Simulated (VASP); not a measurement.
Crystal: Cu.

```xyz
2
Lattice="2.5600 0.0000 0.0000 -1.2800 2.2170 0.0000 0.0000 0.0000 4.1805" Properties=species:S:1:pos:R:3 pbc="T T T"
Cu    0.0000    1.4780    1.0451
Cu    1.2800    0.7390    3.1354
```

| Item | Value |
| --- | --- |
| Program | VASP 6.6.1 |
| Task | relaxation of cell and atoms |
| Functional | PBEsol |
| Potentials or basis | VASP PAW PBE potentials, release 64 (Cu) |
| Cutoff | 600 eV |
| k mesh | 11 × 11 × 6 |
| Occupations | methfessel-paxton, width 0.05 eV |
| Spin | no spin polarisation |

At the start: pressure -6.3 GPa; volume 11.86 Å³/atom.

Problem. How do energy, volume and symmetry change on relaxing?

Solution. Over 5 steps the energy falls by 10.6 meV/atom and the volume is 11.38 Å³/atom (-4.1 %); space group P6_3/mmc (No. 194, to 0.05 Å).

The path:
```tsv
step	energy change (eV)	largest force (eV/Å)	pressure (GPa)	volume (Å³)
1	0.0000	0.0000	-6.26	23.73
2	-0.0137	0.0000	4.39	22.17
3	-0.0211	0.0000	0.10	22.72
4	-0.0210	0.0000	-0.05	22.74
5	-0.0213	0.0000	-0.11	22.75
```

Final structure:
```yaml
crystal:
  lattice:
    - [2.51736, 0.00000, 0.00000]
    - [-1.25868, 2.18010, 0.00000]
    - [0.00000, 0.00000, 4.14593]
  atoms:
    - { symbol: Cu, position: [0.33333, 0.66667, 0.25000] }
    - { symbol: Cu, position: [0.66667, 0.33333, 0.75000] }
```

Caveat: the PAW data sets were made with another functional, which shifts forces and pressure a little.
